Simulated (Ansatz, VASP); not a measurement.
# Two plane-wave programs on KLaMgWO6

Contents of INCAR:

```
SYSTEM = KLaMgWO6
ALGO = Normal
EDIFF = 1E-6
ENCUT = 520
GGA = PE
ISIF = 2
ISMEAR = -1
LASPH = .True.
LCHARG = .False.
LREAL = .False.
LWAVE = .False.
NBANDS = 47
NELM = 100
PREC = Accurate
SIGMA = 0.02
```

File KPOINTS:

```
k-points
0
Gamma
  6 6 6
  0 0 0
```

File POSCAR:

```
KLaMgWO6
1.0
    0.0000000000      3.9476506011      3.9476506011
    3.9476506011      0.0000000000      3.9476506011
    3.9476506011      3.9476506011      0.0000000000
K La Mg W O
1 1 1 1 6
Direct
    0.7500000000      0.7500000000      0.7500000000
    0.2500000000      0.2500000000      0.2500000000
    0.0000000000      0.0000000000      0.0000000000
    0.5000000000      0.5000000000      0.5000000000
    0.7420464921      0.2579535079      0.2579535079
    0.2579535079      0.7420464921      0.7420464921
    0.7420464921      0.7420464921      0.2579535079
    0.2579535079      0.2579535079      0.7420464921
    0.2579535079      0.7420464921      0.2579535079
    0.7420464921      0.2579535079      0.7420464921
```

Input for Ansatz:

```yaml
crystal:
  lattice:
    - [0.0, 3.9476506011, 3.9476506011]
    - [3.9476506011, 0.0, 3.9476506011]
    - [3.9476506011, 3.9476506011, 0.0]
  atoms:
    - { symbol: K, position: [0.75, 0.75, 0.75] }
    - { symbol: La, position: [0.25, 0.25, 0.25] }
    - { symbol: Mg, position: [0.0, 0.0, 0.0] }
    - { symbol: W, position: [0.5, 0.5, 0.5] }
    - { symbol: O, position: [0.7420464921, 0.2579535079, 0.2579535079] }
    - { symbol: O, position: [0.2579535079, 0.7420464921, 0.7420464921] }
    - { symbol: O, position: [0.7420464921, 0.7420464921, 0.2579535079] }
    - { symbol: O, position: [0.2579535079, 0.2579535079, 0.7420464921] }
    - { symbol: O, position: [0.2579535079, 0.7420464921, 0.2579535079] }
    - { symbol: O, position: [0.7420464921, 0.2579535079, 0.7420464921] }
kpoints:
  mp_grid: { grid: [6, 6, 6] }
  band_path:
    path:
      - [[0.0, 0.0, 0.0], [-0.5, -0.5, -5.033867719441e-34], [-0.375, -0.375, 0.25]]
      - [[-0.375, -9.794857954574e-18, 0.375], [0.0, 0.0, 0.0], [-6.529905303049e-18, -6.529905303049e-18, 0.5], [-0.5, -0.25, 0.25], [-0.5, -0.5, -5.033867719441e-34]]
    npoints: 10
hamiltonian:
  xc: pbe
scf:
  occupations: { method: fermi_dirac, width: 0.02 }
  n_extra_bands: 6
output:
  forces: true
  stress: true
  eigenvalues: true
```

Alike in both runs: task single point; functional PBE; k mesh 6 × 6 × 6; occupations fermi-dirac, width 0.02 eV; no spin polarisation.

```csv
,VASP,Ansatz
version,VASP 6.6.1,Ansatz 0.2.0
potentials or method,"VASP PAW PBE potentials, release 64 (K_sv, La, Mg, W_sv, O)","plane waves, PAW"
plane-wave cutoff (eV),520,420
valence electrons in the cell,72,80
```

VASP gave:

| Quantity | Value |
| --- | --- |
| gap on the k mesh at the Fermi level (eV) | 2.67 |
| pressure (GPa) | 5.3 |
| rms of the force components (eV/Å) | 0.215 |

Q: Which values does Ansatz return?

A: gap on the k mesh at the Fermi level (eV): 2.68; pressure (GPa): 4.6; rms of the force components (eV/Å): 0.127.

Atom by atom the forces differ by 0.088 eV/Å (rms over components). VASP's potentials hold 72 valence electrons a cell and Ansatz's 80, so a difference there can come from the potentials and not from the codes.

Neither program's run includes spin-orbit coupling.
